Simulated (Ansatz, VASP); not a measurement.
## BN: VASP beside Ansatz

```
B N
1.0
     0.01746    1.76328    1.76328
     1.76328    0.01746    1.76328
     1.76328    1.76328    0.01746
B N
1 1
Direct
  0.00000 0.00000 0.00000
  0.50000 0.50000 0.50000
```

Change from the starting cell: shear_111 strain +1.5%.

Alike in both runs: task single point; functional r2SCAN; k mesh 12 × 12 × 12; no spin polarisation.

```csv
,VASP,Ansatz
version,VASP 6.6.1,Ansatz 0.2.0
potentials or method,"VASP PAW PBE potentials, release 64 (B, N)","plane waves, PAW"
plane-wave cutoff (eV),520,500
occupations,"gaussian, width 0.01 eV",fixed
valence electrons in the cell,8,8
```

```csv
,VASP,Ansatz,Ansatz less VASP
gap on the k mesh at the Fermi level (eV),1.12,1.14,+0.011
pressure (GPa),-5.3,-5.7,-0.33
"traceless stress, the component that is largest in VASP (GPa)",-6.50,-6.50,+0.003
```

VASP's potentials were made for PBE, not for r2SCAN.
